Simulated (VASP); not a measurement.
Input of a VASP 6.6.1 run:

INCAR

```
PREC = Accurate
ENCUT = 520
EDIFF = 1E-6
ISMEAR = 0
SIGMA = 0.05
LREAL = F
LASPH = T
NELM = 80
ALGO = Normal
ISIF = 2
LWAVE = F
LCHARG = T
GGA = PS
LELF = T
LVHAR = T
NBANDS = 16
```

File KPOINTS:

```
Automatic mesh
0
Gamma
  9 9 6
```

POSCAR

```
MgO
1.0
    3.2605657016      0.0000000000      0.0000000000
   -1.6302828508      2.8237327283      0.0000000000
    0.0000000000      0.0000000000      5.1523459217
Mg O
2 2
Direct
    0.3333333333      0.6666666667      0.0154725274
    0.6666666667      0.3333333333      0.5154725274
    0.3333333333      0.6666666667      0.4009416620
    0.6666666667      0.3333333333      0.9009416620
```

Potentials or basis: VASP PAW PBE potentials, release 64 (Mg, O).

Launch:

```bash
$ cat potpaw_PBE.64/Mg/POTCAR potpaw_PBE.64/O/POTCAR > POTCAR
$ mpirun -np 1 vasp_std > vasp.out
```

(1) What does it give for the pressure?

(2) Estimate the band gap on the k mesh.

(3) Predict the largest force.

Results:

(1) 0.3 GPa.

(2) 3.51 eV, direct.

(3) 0.033 eV/Å.

Caveat: the PAW data sets were made with another functional, which shifts forces and pressure a little.
